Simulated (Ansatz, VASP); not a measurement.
AlCo: VASP beside Ansatz

```
CELL_PARAMETERS angstrom
2.78721 0.00000 0.00000
0.00000 2.78721 0.00000
0.00000 0.00000 2.78721
ATOMIC_POSITIONS crystal
Co 0.00000 0.00000 0.00000
Al 0.50000 0.50000 0.50000
```

Alike in both runs: task relaxation of cell and atoms; functional PBE; k mesh 14 × 14 × 14; occupations fermi-dirac, width 0.08 eV; no spin polarisation.

|  | VASP | Ansatz |
| --- | --- | --- |
| version | VASP 6.6.1 | Ansatz 0.2.0 |
| potentials or method | VASP PAW PBE potentials, release 64 (Co, Al) | PAW with Ansatz's default frozen-core files, scalar-relativistic |
| plane-wave cutoff (eV) | 600 | 420 |
| valence electrons in the cell | 12 | 20 |

```csv
,VASP,Ansatz,Ansatz less VASP
relaxed volume (Å³/atom),11.59,11.60,+0.014
relaxed cell length with the largest relative difference (Å),2.851,2.852,+0.0012
```

VASP's potentials hold 12 valence electrons a cell and Ansatz's 20, so a difference there can come from the potentials and not from the codes.
